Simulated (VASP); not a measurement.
# Al13B3N16 (P1) in VASP: a series of runs

Al13B3N16 is run at these levels: PBEsol; tasks: single point.

Everything below comes from runs of VASP 6.6.1. Logs are shortened: lines on timing, memory, paths and dates and some standing lists are left out, and cuts for length are marked.

**1. The cell of the first run**

The typed cell holds 96 atoms: a = 9.015 Å, b = 10.410 Å, c = 9.671 Å, α = 90.00°, β = 90.00°, γ = 90.00°.

**2. Single point, PBEsol**

INCAR

```
SYSTEM = Al13B3N16
PREC = Accurate
ENCUT = 520
EDIFF = 1E-7
ISMEAR = -1
SIGMA = 0.05
LREAL = Auto
LASPH = .True.
NELM = 60
ALGO = Normal
ISIF = 2
LWAVE = .False.
LCHARG = .False.
GGA = PS
NBANDS = 246
```

KPOINTS

```
Automatic mesh
0
Gamma
  1 1 1
  0.5 0.5 0.5
```

POSCAR

```
Al13B3N16
1.0
    9.0149410000      0.0000000000      0.0000000000
    0.0000000000     10.4095570000      0.0000000000
    0.0000000000      0.0000000000      9.6705670000
Al B N
39 9 48
Direct
    0.1643940000      0.0820860000      0.2507170000
    0.1663340000      0.0818770000      0.7485300000
    0.9951010000      0.3324750000      0.2506550000
    0.0037250000      0.3335410000      0.7476170000
    0.5023310000      0.0874110000      0.2504000000
    0.5000580000      0.0838870000      0.7469400000
    0.3323100000      0.3347530000      0.2498680000
    0.1690470000      0.5846070000      0.7514290000
    0.0006600000      0.8319100000      0.2457130000
    0.0009480000      0.8306750000      0.7450360000
    0.8322600000      0.0840220000      0.2492500000
    0.8309240000      0.0799720000      0.7482980000
    0.6684350000      0.3358830000      0.7468250000
    0.4986210000      0.5823510000      0.2501670000
    0.5012060000      0.5822980000      0.7474560000
    0.3357430000      0.8320660000      0.2479670000
    0.8315710000      0.5846290000      0.2497790000
    0.6650970000      0.8321300000      0.2502830000
    0.6669290000      0.8316900000      0.7448980000
    0.0018780000      0.1658380000      0.4953760000
    0.0028480000      0.1675590000      0.9979920000
    0.3305520000      0.1675350000      0.4968910000
    0.3358700000      0.1645280000      0.9989780000
    0.1673610000      0.4163540000      0.4979740000
    0.9953250000      0.6665450000      0.4951510000
    0.6698450000      0.1667980000      0.4994160000
    0.6644710000      0.1686130000      0.0015840000
    0.5014510000      0.4126690000      0.4990290000
    0.5020770000      0.4171700000      0.0037760000
    0.3324910000      0.6686370000      0.4979930000
    0.1661730000      0.9141190000      0.4978130000
    0.1677250000      0.9124760000      0.9967930000
    0.8380750000      0.4151350000      0.5028070000
    0.8364690000      0.4161330000      0.9973700000
    0.6664750000      0.6670440000      0.9997820000
    0.4982680000      0.9136320000      0.4981340000
    0.5026070000      0.9196020000      0.9998470000
    0.8340090000      0.9173240000      0.4951580000
    0.8318690000      0.9157460000      0.9973890000
    0.3368340000      0.3331160000      0.7503440000
    0.1686040000      0.5844750000      0.2492180000
    0.6704630000      0.3348530000      0.2492690000
    0.3343070000      0.8334080000      0.7501470000
    0.8355550000      0.5853140000      0.7463690000
    0.1667260000      0.4165350000      0.9942540000
    0.0008420000      0.6644630000      0.9968860000
    0.3331090000      0.6671910000      0.0031750000
    0.6684090000      0.6658840000      0.4977300000
    0.9994970000      0.1700160000      0.1905570000
    0.9981820000      0.1659310000      0.6896850000
    0.3352110000      0.1676670000      0.1925070000
    0.3315490000      0.1662040000      0.6872610000
    0.1648770000      0.4152520000      0.1880750000
    0.1625920000      0.4166430000      0.6882230000
    0.0031680000      0.6659920000      0.1885160000
    0.0014230000      0.6686340000      0.6890730000
    0.6692640000      0.1652990000      0.1889550000
    0.6609510000      0.1655100000      0.6921400000
    0.5037510000      0.4173720000      0.1885730000
    0.4959320000      0.4177300000      0.6898680000
    0.3322090000      0.6695500000      0.1889460000
    0.3330710000      0.6680720000      0.6875780000
    0.1661420000      0.9162910000      0.1880330000
    0.1677220000      0.9185480000      0.6941930000
    0.8359150000      0.4154030000      0.1882730000
    0.8340620000      0.4167190000      0.6888010000
    0.6685400000      0.6648770000      0.1897440000
    0.6672120000      0.6658870000      0.6900070000
    0.4989830000      0.9159250000      0.1909540000
    0.4989580000      0.9174060000      0.6886550000
    0.8342840000      0.9155460000      0.1865280000
    0.8329880000      0.9185870000      0.6896580000
    0.1697170000      0.0802040000      0.4391360000
    0.1603200000      0.0843100000      0.9414280000
    0.9957780000      0.3348390000      0.4403270000
    0.0040970000      0.3298420000      0.9396150000
    0.5006070000      0.0825680000      0.4420880000
    0.4985800000      0.0831580000      0.9415600000
    0.3375480000      0.3335720000      0.4398720000
    0.3335740000      0.3315710000      0.9374810000
    0.1645540000      0.5823730000      0.4393180000
    0.1714040000      0.5829410000      0.9402300000
    0.9969600000      0.8335540000      0.4383600000
    0.9974230000      0.8316100000      0.9379890000
    0.8339660000      0.0877050000      0.4358160000
    0.8330040000      0.0809290000      0.9394330000
    0.6617060000      0.3327620000      0.4417910000
    0.6642290000      0.3324240000      0.9363080000
    0.4989530000      0.5817800000      0.4388800000
    0.4972070000      0.5792520000      0.9380230000
    0.3376210000      0.8345430000      0.4388560000
    0.3335200000      0.8342050000      0.9427060000
    0.8303950000      0.5862150000      0.4418940000
    0.8317320000      0.5831900000      0.9397280000
    0.6680980000      0.8313100000      0.4391000000
    0.6640400000      0.8304780000      0.9387530000
```

Potentials or basis: VASP PAW PBE potentials, release 64 (Al, B, N).

Command:

```console
> cat potpaw_PBE.64/Al/POTCAR potpaw_PBE.64/B/POTCAR potpaw_PBE.64/N/POTCAR > POTCAR
> mpirun -np 1 vasp_std > vasp.out
```

OUTCAR:

```text
SYSTEM = Al13B3N16
   PREC = Accurate
   ENCUT = 520
   EDIFF = 1E-7
   ISMEAR = -1
   LREAL = Auto
   LASPH = .True.
   NELM = 60
   ISIF = 2
   GGA = PS

 ion  position               nearest neighbor table
   1  0.164  0.082  0.251-  73 1.82  63 1.83  49 1.84  51 1.87  20 2.92  22 2.95  31 2.96  21 2.98
                             9 2.99  11 2.99  23 3.01   3 3.02  32 3.02  16 3.03   7 3.03   5 3.05
   2  0.166  0.082  0.749-  64 1.78  52 1.83  50 1.84  74 1.87  21 2.96  32 2.98  22 2.98  31 2.99
                            23 2.99  20 2.99   4 3.00   6 3.01  10 3.01  12 3.02
   3  0.995  0.332  0.251-  65 1.78  49 1.79  75 1.83  53 1.86  20 2.93  33 2.95  34 2.97  11 2.97
                            24 2.98  21 2.99  17 3.01   1 3.02   7 3.04
   4  0.004  0.334  0.748-  54 1.77  50 1.83  66 1.85  76 1.86  33 2.93  24 2.96  34 2.97  21 2.97
                            20 3.00   2 3.00   8 3.01  13 3.02  12 3.06
   5  0.502  0.087  0.250-  57 1.81  51 1.81  77 1.85  69 1.88  27 2.94  26 2.96  22 2.96  23 2.97
                            11 2.97  37 2.99   7 3.00  36 3.00  18 3.04   1 3.05  16 3.05
   6  0.500  0.084  0.747-  58 1.76  70 1.82  52 1.84  78 1.88  26 2.97  23 2.97  12 2.98  37 2.98
                            36 2.99  22 2.99  27 3.01   2 3.01  19 3.03  13 3.03
   7  0.332  0.335  0.250-  51 1.83  53 1.83  79 1.84  59 1.87  24 2.95  22 2.96  29 2.96  28 2.96
                            14 2.98   5 3.00  23 3.00   1 3.03   3 3.04
   8  0.169  0.585  0.751-  62 1.82  82 1.83  56 1.85  54 1.85  10 2.98  30 2.99  15 2.99   4 3.01
                            24 3.01  25 3.05
   9  0.001  0.832  0.246-  55 1.81  63 1.82  71 1.83  83 1.86  32 2.96  25 2.96  39 2.97  38 2.98
                            31 2.98  17 2.99   1 2.99  16 3.02  18 3.03  11 3.03
  10  0.001  0.831  0.745-  56 1.77  64 1.83  72 1.85  84 1.87  31 2.95  25 2.96   8 2.98  32 2.99
                            38 2.99   2 3.01  39 3.01  19 3.01  12 3.01
  11  0.832  0.084  0.249-  57 1.79  85 1.80  49 1.84  71 1.86  38 2.94  20 2.95  26 2.96  27 2.97
                             3 2.97   5 2.97   1 2.99  39 3.00  21 3.00  18 3.02   9 3.03
  12  0.831  0.080  0.748-  72 1.77  50 1.84  86 1.85  58 1.85  26 2.95  39 2.95  38 2.98  19 2.98
                             6 2.98  21 3.01  10 3.01  27 3.02   2 3.02  20 3.03  13 3.04   4 3.06
  13  0.668  0.336  0.747-  66 1.80  88 1.83  58 1.85  60 1.86  33 2.93  28 2.94  26 2.97  15 2.98
                            34 2.98  27 3.02   4 3.02  29 3.02   6 3.03  12 3.04
  14  0.499  0.582  0.250-  59 1.82  89 1.82  61 1.85  67 1.85  29 2.94  30 2.97   7 2.98  28 2.99
                            16 2.99  35 2.99  17 3.00  18 3.00
  15  0.501  0.582  0.747-  60 1.80  68 1.82  90 1.84  62 1.85  13 2.98  28 2.98  30 2.99  35 2.99
                             8 2.99  19 3.00  29 3.02
  16  0.336  0.832  0.248-  61 1.79  69 1.80  91 1.85  63 1.86  36 2.95  30 2.96  18 2.97  37 2.97
                            32 2.98  31 2.98  14 2.99   9 3.02   1 3.03   5 3.05
  17  0.832  0.585  0.250-  67 1.79  93 1.86  65 1.86  55 1.86  25 2.92  35 2.97  18 2.98   9 2.99
[... 100 lines left out ...]
  95  0.668  0.831  0.439-  48 1.81  38 1.83  18 1.83  36 1.85
  96  0.664  0.830  0.939-  35 1.80  37 1.82  39 1.84  19 1.87

  LATTYP: Found a simple orthorhombic cell.
 ALAT       =     9.0149410000
 B/A-ratio  =     1.0727265991
 C/A-ratio  =     1.1547005133

  Lattice vectors:

 A1 = (  -9.0149410000,   0.0000000000,   0.0000000000)
 A2 = (   0.0000000000,   0.0000000000,   9.6705670000)
 A3 = (   0.0000000000,  10.4095570000,   0.0000000000)

Analysis of symmetry for initial positions (statically):
=====================================================================
 Subroutine PRICEL returns:
 Original cell was already a primitive cell.

 Routine SETGRP: Setting up the symmetry group for a
 simple orthorhombic supercell.

 Subroutine GETGRP returns: Found  1 space group operations
 (whereof  1 operations were pure point group operations)
[... 20 lines left out ...]
   TEBEG  =    0.0;   TEEND  =   0.0 temperature during run
   PSTRESS=    0.0 pullay stress
   NELECT =     384.0000    total number of electrons
   NUPDOWN=      -1.0000    fix difference up-down
   EMIN   =  10.00;   EMAX   =-10.00  energy-range for DOS
   EFERMI =   0.00;   METHOD = LEGACY
   ISMEAR =    -1;   SIGMA  =   0.05  broadening in eV -4-tet -1-fermi 0-gaus
   EFERMI_NEDOS =   21; number of points for ismear=-14 and -15
   IALGO  =     38    algorithm
   IMIX   =      4    mixing-type and parameters
     AMIX     =   0.40;   BMIX     =  1.00
     AMIX_MAG =   1.60;   BMIX_MAG =  1.00
  volume/ion in A,a.u.               =       9.45        63.79
  Fermi-wavevector in a.u.,A,eV,Ry     =   1.229050  2.322568 20.552469  1.510564
  Thomas-Fermi vector in A             =   2.363952
   LORBIT       =      0    0 simple, 1 ext, 2 COOP (PROOUT), +10 PAW based schemes
   GGA     = PS    functional components
   LHFCALC =     F    Hartree Fock is set to
   AEXX    =    0.0000 exact exchange contribution
   IVDW    =     0    specifies the selected vdW correction
   LEPSILON=     F    determine dielectric tensor
   LRPA    =     F    only Hartree local field effects (RPA)
 non-spin polarized calculation
  energy-cutoff  :      520.00
  volume of cell :      907.50
 maximum number of plane-waves:     24448
 NGX is ok and might be reduce to    70
   NGX = 33   NGY = 39   NGZ = 35

 number of electron     384.0000002 magnetization

 Free energy of the ion-electron system (eV)
  ---------------------------------------------------
  ext. energy  EPLUGINS =         0.00000000
  ---------------------------------------------------
  free energy    TOTEN  =      -747.93725165 eV

  energy without entropy =     -747.93725165  energy(sigma->0) =     -747.93725165

 E-fermi :   7.1649     XC(G=0): -11.4252

 val. band max:        5.8749023566   @ k =   0.5000   0.5000   0.5000
 cond. band min:      11.4053674584   @ k =   0.5000   0.5000   0.5000
 fundamental gap:      5.5304651018
 Fermi energy:         7.1649226438

 k-point     1 :       0.5000    0.5000    0.5000
  band No.  band energies     occupation
      1      -8.9517      2.00000
      2      -8.9380      2.00000
      3      -8.8825      2.00000
      4      -8.8369      2.00000
      5      -8.8238      2.00000
      6      -8.7928      2.00000
[... 196 lines left out ...]
    203      12.1077      0.00000
    204      12.1159      0.00000
 [bands above 204 left out]

------------------------ aborting loop because EDIFF is reached ----------------------------------------

  FORCE on cell =-STRESS in cart. coord.  units (eV):
  Direction    XX          YY          ZZ          XY          YZ          ZX
  --------------------------------------------------------------------------------------
  -------------------------------------------------------------------------------------
  Total       33.9063060     51.1503464     41.3264013     -4.2259158      1.3131148     -1.5348180
  in kB       59.8610024     90.3050603     72.9610535     -7.4607820      2.3182817     -2.7096948
  external PRESSURE =      74.3757054 kB  Pullay stress =       0.0000000 kB

 VOLUME and BASIS-vectors are now :
 -----------------------------------------------------------------------------
  energy-cutoff  :      520.00
  volume of cell :      907.50
      direct lattice vectors                 reciprocal lattice vectors
     9.014941000  0.000000000  0.000000000     0.110926960  0.000000000  0.000000000
     0.000000000 10.409557000  0.000000000     0.000000000  0.096065567  0.000000000
     0.000000000  0.000000000  9.670567000     0.000000000  0.000000000  0.103406553

 POSITION                                       TOTAL-FORCE (eV/Angst)
 -----------------------------------------------------------------------------------
      1.48200      0.85448      2.42458         0.477062      0.188709     -0.950361
      1.49949      0.85230      7.23871        -0.090232      1.213177      0.902549
      8.97078      3.46092      2.42398         0.920430      0.347591     -0.143690
      0.03358      3.47201      7.22988        -0.414047     -0.568860      0.789180
      4.52848      0.90991      2.42151        -0.463569     -0.772445      0.475995
      4.50799      0.87323      7.22333        -1.162491     -0.133578      0.796914
[... 88 lines left out ...]
      6.02286      8.65357      4.24635        -0.266138     -3.322844      1.436164
      5.98628      8.64491      9.07827         0.252664      0.597226     -0.471891
 -----------------------------------------------------------------------------------
    total drift:                               -0.001145      0.000057      0.069521

  FREE ENERGIE OF THE ION-ELECTRON SYSTEM (eV)
  ---------------------------------------------------
  free  energy   TOTEN  =      -747.9372516466 eV

  energy  without entropy=     -747.9372516465  energy(sigma->0) =     -747.93725165
```

It took 10 min on 1 thread of AMD EPYC 7R43 (Zen 3), shared host; peak memory 0.82 GiB.

What came out:

```yaml
Free_energy: -747.9373 eV
Pressure: 7.4 GPa
Largest_force: 4.997 eV/Å
Band_gap_on_the_k_mesh: 5.53 eV
```

Forces in eV/Å, atoms in the order of the input:
```
Al   0.477  0.189 -0.950
Al  -0.090  1.213  0.903
Al   0.920  0.348 -0.144
Al  -0.414 -0.569  0.789
Al  -0.464 -0.772  0.476
Al  -1.162 -0.134  0.797
Al   0.608 -0.057 -0.226
Al  -0.255 -0.372 -0.072
Al   0.208  0.336 -0.040
Al  -0.449  0.643  1.218
Al   0.861 -0.329 -0.760
Al   0.088  1.270  0.520
Al  -1.073 -0.630  0.559
Al   0.657  0.208 -0.260
Al  -0.870  0.472  0.461
Al  -1.037  1.054  0.247
Al   0.461 -0.723  0.080
Al   0.467 -0.212 -0.578
Al  -0.106  0.286  0.825
Al   0.102  0.181  0.794
Al  -1.154 -0.486  0.860
Al   1.019  0.011  0.328
Al  -1.652  0.323  0.298
Al   0.346 -0.397  0.042
Al   0.486  0.333  0.843
Al  -1.016 -0.169  0.185
Al   0.680 -0.199 -0.893
Al  -0.713  1.362  0.384
Al  -0.624 -0.383 -1.268
Al   0.325 -0.007  0.006
Al   0.578 -0.121  0.501
Al  -1.160  0.677  0.263
Al  -2.103  1.232 -0.898
Al  -0.213 -0.368 -0.148
Al  -0.722 -0.040 -0.103
Al   0.698  0.682  0.350
Al  -0.143 -1.064 -0.044
Al  -0.364  0.401  0.702
Al  -0.112 -0.472 -0.053
B   -0.202 -0.023  0.348
B   -0.512 -0.129 -0.443
B   -0.293  0.075  0.157
B    0.033 -0.161  0.203
B   -0.032  0.139  0.370
B    0.165 -0.065  0.687
B    0.181  0.349  0.469
B   -0.263 -0.338 -0.064
B    0.244 -0.170  0.221
N    0.062 -0.904 -0.032
N   -0.091 -0.039 -0.657
N   -0.564 -0.023 -0.472
N    0.196  3.532  1.394
N    0.119  3.752 -2.020
N    3.873 -0.584  0.666
N    2.564 -2.357 -2.110
N   -2.985 -3.010  0.270
N   -0.385  3.977  1.223
N    1.656  0.813 -0.823
N    2.484 -2.145  1.999
N   -2.533 -2.437  0.846
N   -2.661 -3.080 -2.531
N    0.236  3.586  1.253
N    0.392 -0.041  0.200
N    2.976 -2.758 -0.268
N   -4.012 -0.898  1.182
N    0.399  3.614  1.553
N   -0.803  0.450 -0.229
N    3.414 -2.139 -2.697
N    0.598  0.789 -0.204
N   -2.882 -2.108  1.258
N   -0.523  0.246  0.792
N    0.176 -0.969 -0.985
N   -0.853  0.209  0.141
N    2.044 -1.242 -0.513
N    1.444 -0.623 -0.303
N    2.602  3.228  0.502
N    0.236 -0.091 -0.256
N    0.517  0.068 -0.750
N   -1.320  0.018 -0.480
N   -2.709  2.097 -2.225
N    0.223  0.476 -3.705
N   -0.516 -0.088  3.477
N    0.774 -0.143 -0.268
N    0.466 -3.786  0.866
N    0.083 -1.189  0.654
N   -0.184  0.836  0.123
N    2.334 -0.037 -3.564
N    0.787  0.487  0.369
N    2.787  1.699  1.376
N   -2.223  2.737  1.397
N   -1.478 -0.709 -0.527
N    0.822 -4.100 -2.736
N   -3.547  0.678  0.532
N    3.615  1.540 -2.625
N   -0.266 -3.323  1.436
N    0.253  0.597 -0.472
```

Levels at points of the mesh, in eV from the valence-band top:
```tsv
k point	band 189	band 190	band 191	band 192	band 193	band 194	band 195	band 196
(0.50, 0.50, 0.50)	-0.13	-0.11	-0.10	0.00	5.53	5.58	5.64	5.70
```

Caveat: the k points lie up to 0.70 Å⁻¹ apart; the PAW data sets were made with another functional, which shifts forces and pressure a little.

(Part 1 of 2 ends here.)
